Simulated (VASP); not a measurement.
Wanted: the native input for a VASP 6.6.1 run.

```
Task                   : single point
Functional             : r2SCAN
Potentials or basis    : VASP PAW PBE potentials, release 64 (Pt)
Cutoff                 : 550 eV
k mesh                 : 18 × 18 × 18
Occupations            : gaussian, width 0.05 eV
Spin                   : no spin polarisation
Dipole correction      : no
Further INCAR settings : ALGO = Normal; EDIFF = 1e-06; NBANDS = 11
```

Pt:

```
Pt
1.0
    -1.56955    1.56955    1.56955
     1.56955   -1.56955    1.56955
     1.56955    1.56955   -1.56955
Pt
1
Direct
  0.00000 0.00000 0.00000
```

These files were run (other wordings do the same):

POSCAR

```
Pt
1.0
   -1.5695518267      1.5695518267      1.5695518267
    1.5695518267     -1.5695518267      1.5695518267
    1.5695518267      1.5695518267     -1.5695518267
Pt
1
Direct
    0.0000000000      0.0000000000      0.0000000000
```

INCAR.step1

```
SYSTEM = Pt
PREC = Accurate ; ENCUT = 550
ISMEAR = 0 ; SIGMA = 0.05
LREAL = .False. ; LASPH = .True.
NELM = 120 ; NBANDS = 11
GGA = PE ; ALGO = Normal
EDIFF = 1E-5 ; LWAVE = .True.
LCHARG = .False. ; GGA_COMPAT = .False.
```

INCAR.step2

```
SYSTEM = Pt
PREC = Accurate ; ENCUT = 550
EDIFF = 1E-6 ; ISMEAR = 0
SIGMA = 0.05 ; LREAL = .False.
LASPH = .True. ; NELM = 120
ALGO = Normal ; ISIF = 2
LWAVE = .False. ; LCHARG = .False.
METAGGA = R2SCAN ; LMIXTAU = .True.
NBANDS = 11 ; ISTART = 1
GGA_COMPAT = .False.
```

KPOINTS

```
regular mesh
0
Gamma
  18 18 18
  0 0 0
```

Potentials or basis: VASP PAW PBE potentials, release 64 (Pt).

Run with:

```console
$ cat potpaw_PBE.64/Pt/POTCAR > POTCAR
$ cp INCAR.step1 INCAR
$ mpirun -np 1 vasp_std > vasp.out
$ cp INCAR.step2 INCAR
$ mpirun -np 1 vasp_std > vasp.out
```

It gave:

| Quantity | Value |
| --- | --- |
| Pressure | 0.6 GPa |
| Band gap on the k mesh | zero (band 5 reaches 11.46 eV, above the bottom of band 6 at 9.06 eV) |

Caveat: the PAW data sets were made with another functional, which shifts forces and pressure a little; spin-orbit coupling is left out, which moves the levels of the heavy elements.

It took 67 s on 1 thread of Intel Xeon 6975P-C, on a shared host, peak memory 0.17 GiB.
